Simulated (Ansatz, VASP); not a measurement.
# Two plane-wave programs on Si

```
Si
1.0
     0.00000   -2.73476   -2.73476
     0.00000    2.73476   -2.73476
     5.46952    0.00000    0.00000
Si
4
Cartesian
  0.0000 -0.0005 -2.7593
  2.7348 0.0005 0.0246
  1.3674 -1.3935 -4.0726
  4.1021 -1.3413 -1.3969
```

Change from the starting cell: mode 4 frozen in at -0.029 Å and mode 9 at -0.015 Å (largest displacements).

Alike in both runs: task single point; functional PBE; k mesh 8 × 8 × 6; occupations gaussian, width 0.05 eV; no spin polarisation.

|  | VASP | Ansatz |
| --- | --- | --- |
| version | VASP 6.6.1 | Ansatz 0.2.0 |
| potentials or method | VASP PAW PBE potentials, release 64 (Si), cutoff 520 eV | scalar-relativistic, plane waves, PAW |
| valence electrons in the cell | 16 | 16 |

|  | VASP | Ansatz | Ansatz less VASP |
| --- | --- | --- | --- |
| gap on the k mesh at the Fermi level (eV) | 0.61 | 0.61 | -0.001 |
| least direct gap on the mesh (eV) | 0.74 | 0.74 | -0.001 |
| pressure (GPa) | 0.0 | 0.0 | +0.06 |
| rms of the force components (eV/Å) | 0.182 | 0.182 | +0.0004 |

Atom by atom the forces differ by 0.001 eV/Å (rms over components). With one functional, cell and mesh, what is left measures potentials, basis and numerics.
